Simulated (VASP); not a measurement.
Wanted: the native input for a VASP 6.6.1 run.

* Task: single point
* Functional: PBE
* Potentials or basis: VASP PAW PBE potentials, release 64 (I)
* Cutoff: 520 eV
* k mesh: 11 × 11 × 11
* Occupations: fermi-dirac, width 0.1 eV
* Spin: no spin polarisation
* Dipole correction: no
* k mesh for the DOS: 17 × 17 × 17
* Occupations for the DOS: tetrahedron
* Further INCAR settings: ALGO = Normal; EDIFF = 1e-06; NBANDS = 10

Crystal: I.

```
CELL_PARAMETERS angstrom
2.61878 0.00000 0.00000
0.00000 2.61878 0.00000
0.00000 0.00000 2.61878
ATOMIC_POSITIONS crystal
I 0.00000 0.00000 0.00000
```

One way to write it, as run:

POSCAR

```
I
1.0
    2.6187841314      0.0000000000      0.0000000000
    0.0000000000      2.6187841314      0.0000000000
    0.0000000000      0.0000000000      2.6187841314
I
1
Direct
    0.0000000000      0.0000000000      0.0000000000
```

INCAR.step1

```
SYSTEM = I
  ALGO = Normal
  EDIFF = 1E-6
  ENCUT = 520
  GGA = PE
  ISIF = 2
  ISMEAR = -1
  LASPH = .True.
  LCHARG = .True.
  LREAL = .False.
  LWAVE = .False.
  NBANDS = 10
  NELM = 60
  PREC = Accurate
  SIGMA = 0.1
```

KPOINTS.step1

```
k-points
0
Gamma
  11 11 11
  0 0 0
```

INCAR.step2

```
SYSTEM = I
  ALGO = Normal
  EDIFF = 1E-6
  ENCUT = 520
  GGA = PE
  ICHARG = 11
  ISIF = 2
  ISMEAR = -5
  LASPH = .True.
  LCHARG = .False.
  LORBIT = 10
  LREAL = .False.
  LWAVE = .False.
  NBANDS = 10
  NEDOS = 2001
  NELM = 60
  PREC = Accurate
  SIGMA = 0.1
```

KPOINTS.step2

```
k-points
0
Gamma
  17 17 17
  0 0 0
```

Potentials or basis: VASP PAW PBE potentials, release 64 (I).

Command:

```console
$ cat potpaw_PBE.64/I/POTCAR > POTCAR
$ cp INCAR.step1 INCAR
$ cp KPOINTS.step1 KPOINTS
$ mpirun -np 1 vasp_std > vasp.out
$ cp INCAR.step2 INCAR
$ cp KPOINTS.step2 KPOINTS
$ mpirun -np 1 vasp_std > vasp.out
```

It gave:

| Property | Result |
| --- | --- |
| Valence electrons inside the program's atomic spheres | I 4.68 |

Caveat: an odd number of electrons without spin polarisation forces a metal; a magnetic or distorted state may lie lower.

Run time: 37 s on 1 thread of Intel Xeon 8259CL, with other jobs on the host, peak memory 0.14 GiB.
